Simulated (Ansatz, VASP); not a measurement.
**One calculation of AlN, two programs**

```
Al N
1.0
     0.00000    2.31503    2.18399
     2.31503    0.00000    2.18399
     2.31503    2.31503    0.00000
Al N
1 1
Direct
  0.00000 0.00000 0.00000
  0.75000 0.75000 0.75000
```

Change from the starting cell: strain +0.0600 x Voigt [1, 1, 0, 0, 0, 0], atoms carried along.

Alike in both runs: task single point; functional r2SCAN; k mesh 10 × 10 × 10; occupations gaussian, width 0.05 eV; no spin polarisation.

```csv
,VASP,Ansatz
version,VASP 6.6.1,Ansatz 0.2.0
potentials or method,"VASP PAW PBE potentials, release 64 (Al, N), cutoff 520 eV","scalar-relativistic, plane waves, PAW"
valence electrons in the cell,8,8
```

```csv
,VASP,Ansatz,Ansatz less VASP
gap on the k mesh at the Fermi level (eV),3.56,3.56,+0.004
least direct gap on the mesh (eV),3.68,3.65,-0.033
pressure (GPa),-20.0,-19.6,+0.38
"traceless stress, the component that is largest in VASP (GPa)",5.16,5.13,-0.026
```

VASP's potentials were made for PBE, not for r2SCAN.
